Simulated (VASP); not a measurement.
# AgCl: single point with PBE

Crystal: AgCl.

```xyz
2
Lattice="0.0000 2.7732 2.9387 2.7732 0.0000 2.9387 2.7732 2.7732 0.0000" Properties=species:S:1:pos:R:3 pbc="T T T"
Ag    0.0000    0.0000    0.0000
Cl    2.7732    2.7732    2.9387
```

This cell differs from its parent crystal: uniaxial z strain +6.0%.

```yaml
Program: VASP 6.6.1
Task: single point
Functional: PBE
Potentials_or_basis: VASP PAW PBE potentials, release 64 (Ag, Cl)
Cutoff: 520 eV
k_mesh: 8 × 8 × 8
Occupations: fermi-dirac, width 0.02 eV
Spin: no spin polarisation
```

```yaml
Pressure: -0.8 GPa
Band_gap_on_the_k_mesh: 0.78 eV, indirect (least direct gap 2.94 eV)
```

Stress tensor (GPa, compression positive):
```
-0.58  0.00  0.00
 0.00 -0.58  0.00
 0.00  0.00 -1.19
```

Levels at points of the mesh, in eV from the valence-band top:
| k point | band 5 | band 6 | band 7 | band 8 | band 9 | band 10 | band 11 | band 12 | band 13 | band 14 |
| --- | --- | --- | --- | --- | --- | --- | --- | --- | --- | --- |
| (0.00, 0.00, 0.00) | -2.37 | -2.37 | -2.33 | -2.33 | -2.17 | 0.78 | 10.60 | 10.78 | 10.78 | 12.02 |
| (0.50, 0.00, 0.00) | -2.10 | -2.07 | -1.79 | -0.35 | 0.00 | 4.21 | 6.09 | 7.36 | 7.87 | 13.19 |
| (0.50, 0.50, 0.00) | -2.72 | -2.25 | -1.99 | -1.99 | -1.95 | 2.33 | 7.89 | 8.16 | 11.35 | 11.35 |
| (0.50, 0.00, 0.50) | -2.66 | -2.19 | -2.01 | -1.96 | -1.92 | 2.30 | 7.84 | 8.47 | 10.50 | 11.34 |

Wall time 26 s on 1 thread of Intel(R) Xeon(R) Platinum 8375C CPU @ 2.90GHz (Ice Lake), on a shared host, peak memory 0.19 GiB.

Caveat: the cell differs from its parent crystal (uniaxial z strain +6.0%). A k mesh can miss the band edges.
